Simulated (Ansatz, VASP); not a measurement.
## Hg in VASP and in Ansatz

```
CELL_PARAMETERS angstrom
2.07840 1.19996 1.97474
-2.07840 1.19996 1.97474
0.00000 -2.39993 1.97474
ATOMIC_POSITIONS crystal
Hg 0.00000 0.00000 0.00000
```

Alike in both runs: task single point; functional PBE; k mesh 10 × 10 × 10; occupations gaussian, width 0.1 eV; no spin polarisation.

```csv
,VASP,Ansatz
version,VASP 6.6.1,Ansatz 0.2.0
potentials or method,"VASP PAW PBE potentials, release 64 (Hg), cutoff 520 eV","plane waves (420 eV) with PAW, scalar-relativistic"
valence electrons in the cell,12,20
```

```tsv
	VASP	Ansatz	Ansatz less VASP
pressure (GPa)	0.1	-0.1	-0.17
traceless stress, the component that is largest in VASP (GPa)	-0.18	-0.21	-0.034
```

The functional is the same, so the differences come from potentials, cutoffs and numerics. VASP's potentials hold 12 valence electrons a cell and Ansatz's 20, so a difference there can come from the potentials and not from the codes.

Spin-orbit coupling is off throughout.
